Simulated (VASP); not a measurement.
Runs of VASP 6.6.1 on C. The structure is that of space group Fd-3m (No. 227), or close to it. The cells are those of the table. 

| cell | smearing | gap on the mesh (eV) | pressure (GPa) |
| --- | --- | --- | --- |
| a = 2.513 Å, angles 60.0°, 2 atoms | gaussian 0.01 eV | 4.07 | (a) |
| a = 2.533 Å, angles 60.0°, 2 atoms | gaussian 0.02 eV | 4.01 | -10.0 |
| a = 2.491 Å, angles 60.0°, 2 atoms | gaussian 0.02 eV | 4.13 | (b) |
| a = 2.496 Å, angles 60.0°, 2 atoms | gaussian 0.01 eV | 4.11 | (c) |

Alike in all rows: task single point; level PBEsol; potentials or basis VASP PAW PBE potentials, release 64 (C_h); no spin polarisation; k mesh 12 × 12 × 12; cutoff (eV) 1300.

Task: Fill in the values left out.

Result: (a) 0.1; (b) 12.4; (c) 9.6.

Caveats: the PAW data sets were made with another functional, which shifts forces and pressure a little; the cell stands under pressure (at least some runs); the cell stands under tension (at least some runs).

A k mesh can miss the band edges.
